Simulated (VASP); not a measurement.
# Sb in VASP: further runs, part 2 of 2

VASP 6.6.1. The steps go on from the part before.

## 3. Electric field gradients, PBEsol (equal xy, yz and zx shear strains of -1 %)

Input file INCAR:

```
  ALGO = Normal
  EDIFF = 1E-8
  ENCUT = 520
  GGA = PS
  ISIF = 2
  ISMEAR = -1
  LASPH = T
  LCHARG = F
  LEFG = T
  LREAL = F
  LWAVE = F
  NBANDS = 12
  NELM = 100
  PREC = Accurate
  SIGMA = 0.05
```

Input file KPOINTS:

```
k-points
0
Gamma
  12 12 7
```

Input file POSCAR:

```
Sb
1.0
    3.3690001795     -0.0168450009     -0.0168450009
   -1.6990882885      2.9260622412     -0.0061656983
   -0.0266500000     -0.0266500000      5.3300000000
Sb
2
Direct
    0.3333333333      0.6666666667      0.2500000000
    0.6666666667      0.3333333333      0.7500000000
```

Potentials or basis: VASP PAW PBE potentials, release 64 (Sb).

Command:

```sh
cat potpaw_PBE.64/Sb/POTCAR > POTCAR
mpirun -np 1 vasp_std > vasp.out
```

OUTCAR:

```text
EDIFF = 1E-8
   ENCUT = 520
   GGA = PS
   ISIF = 2
   ISMEAR = -1
   LASPH = T
   LREAL = F
   NELM = 100
   PREC = Accurate

 ion  position               nearest neighbor table
   1  0.333  0.667  0.250-   2 3.27   2 3.28   2 3.30   2 3.31   2 3.32   2 3.32
   2  0.667  0.333  0.750-   1 3.27   1 3.28   1 3.30   1 3.31   1 3.32   1 3.32

  LATTYP: Found a triclinic cell.
 ALAT       =     3.3545014782
 B/A-ratio  =     1.0043472705
 C/A-ratio  =     1.5889494409
 COS(alpha) =     0.0099745013
 COS(beta)  =     0.0136846555
 COS(gamma) =     0.4934979113

  Lattice vectors:

 A1 = (   1.6699118910,   2.9092172403,  -0.0230106992)
 A2 = (   3.3690001795,  -0.0168450009,  -0.0168450009)
 A3 = (   0.0266500000,   0.0266500000,  -5.3300000000)

Analysis of symmetry for initial positions (statically):
=====================================================================
 Subroutine PRICEL returns:
 Original cell was already a primitive cell.

 Routine SETGRP: Setting up the symmetry group for a
 triclinic supercell.

 Subroutine GETGRP returns: Found  2 space group operations
 (whereof  2 operations were pure point group operations)
 out of a pool of  2 trial point group operations.

The static configuration has the point symmetry S_2 .

Analysis of symmetry for dynamics (positions and initial velocities):
=====================================================================
 Subroutine PRICEL returns:
 Original cell was already a primitive cell.

 Routine SETGRP: Setting up the symmetry group for a
 triclinic supercell.

 Subroutine GETGRP returns: Found  2 space group operations
 (whereof  2 operations were pure point group operations)
 out of a pool of  2 trial point group operations.

The dynamic configuration has the point symmetry S_2 .

 Subroutine INISYM returns: Found  2 space group operations
 (whereof  2 operations are pure point group operations),
 and found     1 'primitive' translations

----------------------------------------------------------------------------------------

                                     Primitive cell

  volume of cell :      52.3874

  direct lattice vectors                    reciprocal lattice vectors
     3.369000179 -0.016845001 -0.016845001     0.297700090  0.172871662  0.002352859
    -1.699088289  2.926062241 -0.006165698     0.001722412  0.342760019  0.001722412
    -0.026650000 -0.026650000  5.330000000     0.000942848  0.000942848  0.187626689

  length of vectors
     3.369084403  3.383604479  5.330133248     0.344260790  0.342768675  0.187631427

  position of ions in fractional coordinates (direct lattice)
     0.333333333  0.666666667  0.250000000
     0.666666667  0.333333333  0.750000000

  ion indices of the primitive-cell ions
   primitive index   ion index
                 1           1
                 2           2

----------------------------------------------------------------------------------------

 KPOINTS: k-points

[... 79 lines left out ...]
   NUPDOWN=      -1.0000    fix difference up-down
   EMIN   =  10.00;   EMAX   =-10.00  energy-range for DOS
   EFERMI =   0.00;   METHOD = LEGACY
   ISMEAR =    -1;   SIGMA  =   0.05  broadening in eV -4-tet -1-fermi 0-gaus
   EFERMI_NEDOS =   21; number of points for ismear=-14 and -15
   IALGO  =     38    algorithm
   IMIX   =      4    mixing-type and parameters
     AMIX     =   0.40;   BMIX     =  1.00
     AMIX_MAG =   1.60;   BMIX_MAG =  1.00
  volume/ion in A,a.u.               =      26.19       176.76
  Fermi-wavevector in a.u.,A,eV,Ry     =   0.942611  1.781276 12.088983  0.888515
  Thomas-Fermi vector in A             =   2.070237
   LORBIT       =      0    0 simple, 1 ext, 2 COOP (PROOUT), +10 PAW based schemes
   GGA     = PS    functional components
   LHFCALC =     F    Hartree Fock is set to
   AEXX    =    0.0000 exact exchange contribution
   IVDW    =     0    specifies the selected vdW correction
   LEPSILON=     F    determine dielectric tensor
   LRPA    =     F    only Hartree local field effects (RPA)
 non-spin polarized calculation
  energy-cutoff  :      520.00
  volume of cell :       52.39
 maximum number of plane-waves:      1426
 NGX is ok and might be reduce to    28
   NGX = 13   NGY = 13   NGZ = 19

 number of electron      10.0000000 magnetization

 Free energy of the ion-electron system (eV)
  ---------------------------------------------------
  ext. energy  EPLUGINS =         0.00000000
  ---------------------------------------------------
  free energy    TOTEN  =        -8.68137964 eV

  energy without entropy =       -8.67086832  energy(sigma->0) =       -8.67612398

 E-fermi :   8.7701     XC(G=0): -10.4513

 val. band max:        8.7666216788   @ k =   0.4167   0.2500  -0.0000
 cond. band min:       8.7867750997   @ k =   0.5000   0.4167  -0.0000
 fundamental gap:      0.0201534209
 Fermi energy:         8.7700998782

 k-point     1 :       0.0000    0.0000    0.0000
  band No.  band energies     occupation
      1      -4.4207      2.00000
      2      -0.1886      2.00000
      3       2.7911      2.00000
      4      12.0173      0.00000
      5      12.1400      0.00000
      6      13.8069      0.00000
      7      13.9409      0.00000
      8      14.8121      0.00000
      9      16.1659      0.00000
     10      17.5698      0.00000
     11      18.5745      0.00000
     12      18.7547      0.00000
[... 331 lines left out ...]
 k-point    24 :       0.3333    0.1667   -0.0000
  band No.  band energies     occupation
      1      -1.1582      2.00000
      2       1.2053      2.00000
      3       4.6048      2.00000
      4       6.0948      2.00000
      5       6.1924      2.00000
      6       7.6891      2.00000
      7       9.3680      0.00001
      8      10.3270      0.00000
      9      13.8148      0.00000
     10      15.9615      0.00000
     11      19.9737      0.00000
     12      20.3073      0.00000

 [... further k-points ...]
[... 5 lines left out ...]
  --------------------------------------------------------------------------------------
  -------------------------------------------------------------------------------------
  Total        0.0757880      0.0741759     -0.3121047     -0.0510777      0.0061117      0.0051493
  in kB        2.3178407      2.2685391     -9.5451695     -1.5621203      0.1869147      0.1574823
  external PRESSURE =      -1.6529299 kB  Pullay stress =       0.0000000 kB

 VOLUME and BASIS-vectors are now :
 -----------------------------------------------------------------------------
  energy-cutoff  :      520.00
  volume of cell :       52.39
      direct lattice vectors                 reciprocal lattice vectors
     3.369000179 -0.016845001 -0.016845001     0.297700090  0.172871662  0.002352859
    -1.699088289  2.926062241 -0.006165698     0.001722412  0.342760019  0.001722412
    -0.026650000 -0.026650000  5.330000000     0.000942848  0.000942848  0.187626689

 POSITION                                       TOTAL-FORCE (eV/Angst)
 -----------------------------------------------------------------------------------
     -0.01639      1.93843      1.32277         0.016381     -0.000657     -0.000687
      1.65965      0.94414      3.98421        -0.016381      0.000657      0.000687
 -----------------------------------------------------------------------------------
    total drift:                                0.000000     -0.000000     -0.000000

  FREE ENERGIE OF THE ION-ELECTRON SYSTEM (eV)
  ---------------------------------------------------
  free  energy   TOTEN  =        -8.6813796422 eV

  energy  without entropy=       -8.6708683220  energy(sigma->0) =       -8.67612398

 Electric field gradients (V/A^2)
---------------------------------------------------------------------
 ion       V_xx      V_yy      V_zz      V_xy      V_xz      V_yz
---------------------------------------------------------------------
   1     -10.432   -10.518    20.950     3.863     1.930     1.788
   2     -10.432   -10.518    20.950     3.863     1.930     1.788
---------------------------------------------------------------------

 Electric field gradients after diagonalization (V/A^2)
 (convention: |V_zz| > |V_xx| > |V_yy|)
----------------------------------------------------------------------
 ion       V_xx      V_yy      V_zz     asymmetry (V_yy - V_xx)/ V_zz
----------------------------------------------------------------------
   1     -14.338    -6.861    21.199       0.353
   2     -14.338    -6.861    21.199       0.353
----------------------------------------------------------------------

           NMR quadrupolar parameters

 Cq : quadrupolar parameter    Cq=e*Q*V_zz/h
 eta: asymmetry parameters     (V_yy - V_xx)/ V_zz
 Q  : nuclear electric quadrupole moment in mb (millibarn)
----------------------------------------------------------------------
 ion       Cq(MHz)       eta       Q (mb)
----------------------------------------------------------------------
   1       0.051       0.353       1.000
   2       0.051       0.353       1.000
----------------------------------------------------------------------
```

stdout:

```text
POSCAR found type information on POSCAR Sb
 POSCAR found :  1 types and       2 ions
 scaLAPACK will be used
 -----------------------------------------------------------------------------
[... 27 lines left out ...]
     0.0000793    -0.0011913     0.0063836    -0.0035294     0.0056920    -0.0003427
     0.0001092    -0.0011913     0.0063836    -0.0035294     0.0056920    -0.0003427
     0.0001504    -0.0011913     0.0063836    -0.0035294     0.0056920    -0.0003427

     0.0000576    -3.5265075    -1.6227118   -16.5293054    -1.7528249    -0.0397177
     0.0000793    -3.5261181    -1.6225309   -16.5275715    -1.7526302    -0.0397119
     0.0001092    -3.5255007    -1.6222441   -16.5248262    -1.7523216    -0.0397025
     0.0001504    -3.5245260    -1.6217915   -16.5204985    -1.7518346    -0.0396876
```

Wall time 4.4 min (1 thread of Intel Xeon 8259CL, shared host); peak memory 0.39 GiB.

What came out:

* Free energy: -8.6814 eV
* Pressure: -0.2 GPa
* Largest force: 0.016 eV/Å
* Band gap on the k mesh: zero (bands 5 and 6 overlap by 6.90 eV)
* Largest electric field gradient by atom: Sb +21.2 V/Å²

Forces on the atoms (eV/Å):
```
Sb   0.016 -0.001 -0.001
Sb  -0.016  0.001  0.001
```

Stress tensor (GPa, compression positive):
```
 0.23 -0.16  0.02
-0.16  0.23  0.02
 0.02  0.02 -0.95
```

Levels at points of the mesh, in eV from the Fermi level:
| k point | band 1 | band 2 | band 3 | band 4 | band 5 | band 6 | band 7 | band 8 | band 9 | band 10 |
| --- | --- | --- | --- | --- | --- | --- | --- | --- | --- | --- |
| (0.00, 0.00, 0.00) | -13.19 | -8.96 | -5.98 | 3.25 | 3.37 | 5.04 | 5.17 | 6.04 | 7.40 | 8.80 |
| (0.50, 0.00, 0.00) | -9.56 | -8.20 | -4.25 | -2.93 | -2.35 | -0.21 | -0.01 | 3.67 | 4.12 | 7.40 |
| (0.00, 0.50, 0.00) | -9.62 | -8.23 | -4.26 | -2.93 | -2.41 | -0.22 | 0.10 | 3.77 | 4.20 | 7.49 |
| (0.50, 0.50, 0.00) | -9.67 | -8.26 | -4.28 | -2.93 | -2.47 | -0.23 | 0.20 | 3.86 | 4.29 | 7.58 |

Electric field gradients, principal values (V/Å²):
| atom | least | middle | greatest (by size) |
| --- | --- | --- | --- |
| 1 Sb | -6.861 | -14.338 | 21.199 |
| 2 Sb | -6.861 | -14.338 | 21.199 |

Caveat: the cell differs from its parent crystal (equal xy, yz and zx shear strains of -1 %); without QUAD_EFG the Cq values of the log hold for a quadrupole moment of 1 mb, not for the nuclei; the PAW data sets were made with another functional, which shifts forces and pressure a little; spin-orbit coupling is left out, which moves the levels of the heavy elements.

## 4. Electric field gradients, PBEsol (equal xy, yz and zx shear strains of +2 %)

Input file INCAR:

```
  PREC = Accurate
  ENCUT = 520
  EDIFF = 1E-8
  ISMEAR = -1
  SIGMA = 0.05
  LREAL = F
  LASPH = T
  NELM = 100
  ALGO = Normal
  ISIF = 2
  LWAVE = F
  LCHARG = F
  GGA = PS
  LEFG = T
  NBANDS = 12
```

Input file KPOINTS:

```
regular mesh
0
Gamma
  12 12 7
```

Input file POSCAR:

```
Sb
1.0
    3.3690001795      0.0336900018      0.0336900018
   -1.6553236924      2.9007947399      0.0123313965
    0.0533000000      0.0533000000      5.3300000000
Sb
2
Direct
    0.3333333333      0.6666666667      0.2500000000
    0.6666666667      0.3333333333      0.7500000000
```

Potentials or basis: VASP PAW PBE potentials, release 64 (Sb).

Command:

```sh
cat potpaw_PBE.64/Sb/POTCAR > POTCAR
mpirun -np 1 vasp_std > vasp.out
```

OUTCAR:

```text
PREC = Accurate
   ENCUT = 520
   EDIFF = 1E-8
   ISMEAR = -1
   LREAL = F
   LASPH = T
   NELM = 100
   ISIF = 2
   GGA = PS

 ion  position               nearest neighbor table
   1  0.333  0.667  0.250-   2 3.27   2 3.27   2 3.28   2 3.30   2 3.33   2 3.35
   2  0.667  0.333  0.750-   1 3.27   1 3.27   1 3.28   1 3.30   1 3.33   1 3.35

  LATTYP: Found a triclinic cell.
 ALAT       =     3.3985299426
 B/A-ratio  =     2.3022959729
 C/A-ratio  =     0.9914101448
 COS(alpha) =     0.0012978725
 COS(beta)  =     0.5129592076
 COS(gamma) =     0.6292672791

  Lattice vectors:

 A1 = (  -1.7136764871,  -2.9344847417,  -0.0460213983)
 A2 = (  -0.0050527947,  -5.7819794816,   5.2716472052)
 A3 = (  -3.3690001795,  -0.0336900018,  -0.0336900018)

Analysis of symmetry for initial positions (statically):
=====================================================================
 Subroutine PRICEL returns:
 Original cell was already a primitive cell.

 Routine SETGRP: Setting up the symmetry group for a
 triclinic supercell.

 Subroutine GETGRP returns: Found  2 space group operations
 (whereof  2 operations were pure point group operations)
 out of a pool of  2 trial point group operations.

The static configuration has the point symmetry S_2 .

Analysis of symmetry for dynamics (positions and initial velocities):
=====================================================================
 Subroutine PRICEL returns:
 Original cell was already a primitive cell.

 Routine SETGRP: Setting up the symmetry group for a
 triclinic supercell.

 Subroutine GETGRP returns: Found  2 space group operations
[... 168 lines left out ...]
      9      16.1818      0.00000
     10      17.5842      0.00000
     11      18.4614      0.00000
     12      18.8535      0.00000
[... 331 lines left out ...]
 k-point    24 :       0.3333    0.1667    0.0000
  band No.  band energies     occupation
      1      -1.2776      2.00000
      2       1.1291      2.00000
      3       4.5926      2.00000
      4       6.0005      2.00000
      5       6.3390      2.00000
      6       7.6425      2.00000
      7       9.3845      0.00001
      8      10.4879      0.00000
      9      13.9342      0.00000
     10      16.3895      0.00000
     11      20.3340      0.00000
     12      20.4054      0.00000

 [... further k-points ...]
[... 5 lines left out ...]
  --------------------------------------------------------------------------------------
  -------------------------------------------------------------------------------------
  Total        0.0551727      0.0807841     -0.2854201      0.0747363     -0.0493496     -0.0478813
  in kB        1.6877340      2.4711886     -8.7310129      2.2861858     -1.5096054     -1.4646909
  external PRESSURE =      -1.5240301 kB  Pullay stress =       0.0000000 kB

 VOLUME and BASIS-vectors are now :
 -----------------------------------------------------------------------------
  energy-cutoff  :      520.00
  volume of cell :       52.38
      direct lattice vectors                 reciprocal lattice vectors
     3.369000179  0.033690002  0.033690002     0.295185674  0.168465906 -0.004636516
    -1.655323692  2.900794740  0.012331396    -0.003394165  0.342810678 -0.003394165
     0.053300000  0.053300000  5.330000000    -0.001857965 -0.001857965  0.187654420

 POSITION                                       TOTAL-FORCE (eV/Angst)
 -----------------------------------------------------------------------------------
      0.03278      1.95842      1.35195        -0.025428     -0.003178     -0.004847
      1.73420      1.02937      4.02407         0.025428      0.003178      0.004847
 -----------------------------------------------------------------------------------
    total drift:                                0.000000     -0.000000     -0.000000

  FREE ENERGIE OF THE ION-ELECTRON SYSTEM (eV)
  ---------------------------------------------------
  free  energy   TOTEN  =        -8.6809914133 eV

  energy  without entropy=       -8.6700716253  energy(sigma->0) =       -8.67553152

 Electric field gradients (V/A^2)
---------------------------------------------------------------------
 ion       V_xx      V_yy      V_zz      V_xy      V_xz      V_yz
---------------------------------------------------------------------
   1     -10.442   -10.539    20.980    -5.901    -0.694    -0.197
   2     -10.442   -10.539    20.980    -5.901    -0.694    -0.197
---------------------------------------------------------------------

 Electric field gradients after diagonalization (V/A^2)
 (convention: |V_zz| > |V_xx| > |V_yy|)
----------------------------------------------------------------------
 ion       V_xx      V_yy      V_zz     asymmetry (V_yy - V_xx)/ V_zz
----------------------------------------------------------------------
   1     -16.402    -4.594    20.996       0.562
   2     -16.402    -4.594    20.996       0.562
----------------------------------------------------------------------

           NMR quadrupolar parameters

 Cq : quadrupolar parameter    Cq=e*Q*V_zz/h
 eta: asymmetry parameters     (V_yy - V_xx)/ V_zz
 Q  : nuclear electric quadrupole moment in mb (millibarn)
----------------------------------------------------------------------
 ion       Cq(MHz)       eta       Q (mb)
----------------------------------------------------------------------
   1       0.051       0.562       1.000
   2       0.051       0.562       1.000
----------------------------------------------------------------------
```

stdout:

```text
POSCAR found type information on POSCAR Sb
 POSCAR found :  1 types and       2 ions
 scaLAPACK will be used
 -----------------------------------------------------------------------------
[... 27 lines left out ...]
     0.0000793    -0.0071074    -0.0296311    -0.0015060    -0.0272118    -0.0011371
     0.0001092    -0.0071074    -0.0296311    -0.0015060    -0.0272118    -0.0011371
     0.0001504    -0.0071074    -0.0296311    -0.0015060    -0.0272118    -0.0011371

     0.0000576     5.3828983     0.1483405   -16.5518493     0.6034113    -0.0483716
     0.0000793     5.3822872     0.1483032   -16.5501034     0.6033259    -0.0483619
     0.0001092     5.3813176     0.1482438   -16.5473389     0.6031904    -0.0483462
     0.0001504     5.3797854     0.1481497   -16.5429801     0.6029762    -0.0483207
```

It took 5.3 min on 1 thread of Intel Xeon 8259CL, shared host; peak memory 0.4 GiB.

What came out:

- Free energy: -8.6810 eV
- Pressure: -0.2 GPa
- Largest force: 0.026 eV/Å
- Band gap on the k mesh: zero (bands 5 and 6 overlap by 6.81 eV)
- Largest electric field gradient by atom: Sb +21.0 V/Å²

Forces in eV/Å, atoms in the order of the input:
```
Sb  -0.025 -0.003 -0.005
Sb   0.025  0.003  0.005
```

Stress tensor (GPa, compression positive):
```
 0.17  0.23 -0.15
 0.23  0.25 -0.15
-0.15 -0.15 -0.87
```

Electric field gradients, principal values (V/Å²):
| atom | least | middle | greatest (by size) |
| --- | --- | --- | --- |
| 1 Sb | -4.594 | -16.402 | 20.996 |
| 2 Sb | -4.594 | -16.402 | 20.996 |

Caveat: the cell differs from its parent crystal (equal xy, yz and zx shear strains of +2 %); without QUAD_EFG the Cq values of the log hold for a quadrupole moment of 1 mb, not for the nuclei; the PAW data sets were made with another functional, which shifts forces and pressure a little; spin-orbit coupling is left out, which moves the levels of the heavy elements.

## 5. Overview

```csv
cell,gap on the mesh (eV),pressure (GPa),largest force (eV/Å)
"a = 3.435, b = 3.435, c = 5.435 Å, angles 90.0, 90.0, 120.0°, 2 atoms",none,-3.7,-
"a = 3.369, b = 3.384, c = 5.330 Å, angles 90.2, 90.6, 120.4°, 2 atoms",none,-0.2,0.02
"a = 3.369, b = 3.340, c = 5.331 Å, angles 89.6, 88.8, 119.1°, 2 atoms",none,-0.2,0.03
```

Alike in all rows: task electric field gradients; level PBEsol; potentials or basis VASP PAW PBE potentials, release 64 (Sb); no spin polarisation; k mesh 12 × 12 × 7; cutoff (eV) 520; smearing fermi-dirac 0.05 eV.

Caveats: the PAW data sets were made with another functional, which shifts forces and pressure a little; spin-orbit coupling is left out, which moves the levels of the heavy elements; the cell stands under tension (at least some runs).

Absolute energies hang on the potentials; compare differences alone.
